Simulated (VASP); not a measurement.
Here is a VASP 6.6.1 calculation.

File POSCAR:

```
SiO2
1.0
    0.0000000000      4.7162571100      7.3627753715
    2.3595806657      0.0000000000      7.3627753715
    2.3595806657      4.7162571100      0.0000000000
Si O
4 8
Direct
    0.9367689200      0.9367689200      0.5632310800
    0.6867689200      0.6867689200      0.3132310800
    0.3132310800      0.3132310800      0.6867689200
    0.5632310800      0.5632310800      0.9367689200
    0.0634396000      0.4365604000      0.0634396000
    0.4365604000      0.0634396000      0.4365604000
    0.8134396000      0.1865604000      0.8134396000
    0.1865604000      0.8134396000      0.1865604000
    0.1250000000      0.6250000000      0.6250000000
    0.6250000000      0.6250000000      0.6250000000
    0.6250000000      0.6250000000      0.1250000000
    0.6250000000      0.1250000000      0.6250000000
```

Contents of INCAR.step1:

```
SYSTEM = SiO2
ALGO = Normal
EDIFF = 1E-4
ENCUT = 520
GGA = PE
ISMEAR = 0
LASPH = .TRUE.
LCHARG = .FALSE.
LREAL = .FALSE.
LWAVE = .TRUE.
NBANDS = 44
NELM = 60
PREC = Accurate
SIGMA = 0.01
```

INCAR.step2

```
SYSTEM = SiO2
ALGO = Normal
EDIFF = 1E-7
ENCUT = 520
ISIF = 2
ISMEAR = 0
ISTART = 1
LASPH = .TRUE.
LCHARG = .TRUE.
LELF = .TRUE.
LMIXTAU = .TRUE.
LREAL = .FALSE.
LVHAR = .TRUE.
LWAVE = .FALSE.
METAGGA = R2SCAN
NBANDS = 44
NELM = 60
PREC = Accurate
SIGMA = 0.01
```

KPOINTS

```
k-points
0
G
  6 6 6
  0 0 0
```

Potentials or basis: VASP PAW PBE potentials, release 64 (Si, O).

Run with:

```console
$ cat potpaw_PBE.64/Si/POTCAR potpaw_PBE.64/O/POTCAR > POTCAR
$ cp INCAR.step1 INCAR
$ mpirun -np 1 vasp_std > vasp.out
$ cp INCAR.step2 INCAR
$ mpirun -np 1 vasp_std > vasp.out
```

Problem. Predict the largest force.

Solution. 0.025 eV/Å.

Problem. Predict the band gap on the k mesh.

Solution. 6.40 eV.

Problem. Estimate the pressure.

Solution. 0.3 GPa.

Stress tensor (GPa, compression positive):
```
0.20 0.00 0.00
0.00 0.28 0.00
0.00 0.00 0.31
```

Caveat: the PAW data sets were made with another functional, which shifts forces and pressure a little. A k mesh can miss the band edges.
